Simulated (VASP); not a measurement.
## C: single point with PBE+D3(BJ)

Slab: C, a slab with vacuum.

```
C
1.0
     2.46565    0.00000    0.00000
    -1.23283    2.13532    0.00000
     0.00000    0.00000   17.50007
C
4
Direct
  0.66667 0.33333 0.25714
  0.33333 0.66667 0.25714
  0.00000 0.33333 0.45772
  0.33333 0.00000 0.45771
```

```json
{
  "Program": "VASP 6.6.1",
  "Task": "single point",
  "Functional": "PBE",
  "Dispersion": "D3(BJ)",
  "Potentials or basis": "VASP PAW PBE potentials, release 64 (C)",
  "Cutoff": "520 eV",
  "k mesh": "15 × 15 × 1",
  "Occupations": "gaussian, width 0.1 eV",
  "Spin": "no spin polarisation"
}
```

```json
{
  "Largest force": "0.009 eV/Å",
  "Band gap on the k mesh": "0.29 eV, direct",
  "Dispersion energy per atom": "-0.116 eV"
}
```

Forces in eV/Å, atoms in the order of the input:
```
C    0.004  0.004  0.007
C    0.002  0.006  0.007
C   -0.004 -0.004 -0.007
C   -0.002 -0.006 -0.007
```

Levels at points of the mesh, in eV from the valence-band top:
```csv
k point,band 4,band 5,band 6,band 7,band 8,band 9,band 10,band 11,band 12,band 13
"(0.00, 0.00, 0.00)",-7.07,-2.89,-2.89,-2.88,-2.88,3.52,4.00,4.89,6.60,6.74
```

Run time: 92 s on 1 thread of Intel(R) Xeon(R) Platinum 8375C CPU @ 2.90GHz (Ice Lake), with other jobs on the host, peak memory 0.23 GiB.
